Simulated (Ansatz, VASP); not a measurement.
**One calculation of YRe3, two programs**

```
Y Re
1.0
     4.11561    0.00000    0.00000
     0.00000    4.11561    0.00000
     0.00000    0.00000    4.11561
Y Re
1 3
Direct
  0.00000 0.00000 0.00000
  0.00000 0.50000 0.50000
  0.50000 0.00000 0.50000
  0.50000 0.50000 0.00000
```

Alike in both runs: functional PBE; k mesh 4 × 4 × 4; occupations gaussian, width 0.1 eV; no spin polarisation.

Ansatz relaxed the structure, and its values are those at the end. VASP's run is a single point on that final structure, the one shown.

|  | VASP | Ansatz |
| --- | --- | --- |
| version | VASP 6.6.1 | Ansatz 0.2.0 |
| potentials or method | VASP PAW PBE potentials, release 64 (Y_sv, Re), cutoff 520 eV | scalar-relativistic, plane waves, PAW |
| valence electrons in the cell | 32 | 56 |

VASP gave:

| Item | Value |
| --- | --- |
| gap on the k mesh at the Fermi level (eV) | none |
| pressure (GPa) | -0.8 |

Question: Which values does Ansatz return?

Answer: gap on the k mesh at the Fermi level (eV): none; pressure (GPa): -0.4.

A gap of «none» marks a metal or a gap that the smearing closes. VASP's potentials hold 32 valence electrons a cell and Ansatz's 56, so a difference there can come from the potentials and not from the codes.

The k mesh is coarse, so the values compare programs but aren't converged. Spin-orbit coupling is off throughout.
